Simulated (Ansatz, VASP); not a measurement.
# AlAs in VASP and in Ansatz

Contents of INCAR:

```
SYSTEM = AlAs
PREC = Accurate
ENCUT = 500
EDIFF = 1E-6
ISMEAR = 0
SIGMA = 0.01
LREAL = .FALSE.
LASPH = .TRUE.
NELM = 120
ALGO = Normal
ISIF = 2
LWAVE = .FALSE.
LCHARG = .TRUE.
GGA = PE
LELF = .TRUE.
LVHAR = .TRUE.
NBANDS = 11
GGA_COMPAT = .FALSE.
```

File KPOINTS:

```
regular mesh
0
G
  6 6 6
  0 0 0
```

File POSCAR:

```
AlAs
1.0
    0.0000000000      2.8389246376      2.8389246376
    2.8389246376      0.0000000000      2.8389246376
    2.8389246376      2.8389246376      0.0000000000
Al As
1 1
Direct
    0.0000000000      0.0000000000      0.0000000000
    0.2500000000      0.2500000000      0.2500000000
```

Input for Ansatz:

```yaml
crystal:
  lattice:
    - [0.0, 2.8389246376, 2.8389246376]
    - [2.8389246376, 0.0, 2.8389246376]
    - [2.8389246376, 2.8389246376, 0.0]
  atoms:
    - { symbol: Al, position: [0.0, 0.0, 0.0] }
    - { symbol: As, position: [0.25, 0.25, 0.25] }
kpoints:
  mp_grid: { grid: [6, 6, 6] }
hamiltonian:
  xc: pbe
scf:
  occupations: { method: fixed }
output:
  optics:
    e_range: [0, 13]
    de: 0.05
    sigma: 0.1
    bands: { spectra_wanted_up_to: 13 }
  write_density: true
  write_potential: true
  elf: true
  volumetric_format: npy
```

Alike in both runs: task single point; functional PBE; k mesh 6 × 6 × 6; no spin polarisation.

|  | VASP | Ansatz |
| --- | --- | --- |
| version | VASP 6.6.1 | Ansatz 0.2.0 |
| potentials or method | VASP PAW PBE potentials, release 64 (Al, As) | plane waves, PAW |
| plane-wave cutoff (eV) | 500 | 420 |
| occupations | gaussian, width 0.01 eV | fixed |
| valence electrons in the cell | 8 | 18 |

VASP gave:

* gap on the k mesh at the Fermi level (eV): 1.45

Task: Estimate Ansatz's values.

Result: gap on the k mesh at the Fermi level (eV): 1.46.

VASP's potentials hold 8 valence electrons a cell and Ansatz's 18, so a difference there can come from the potentials and not from the codes.
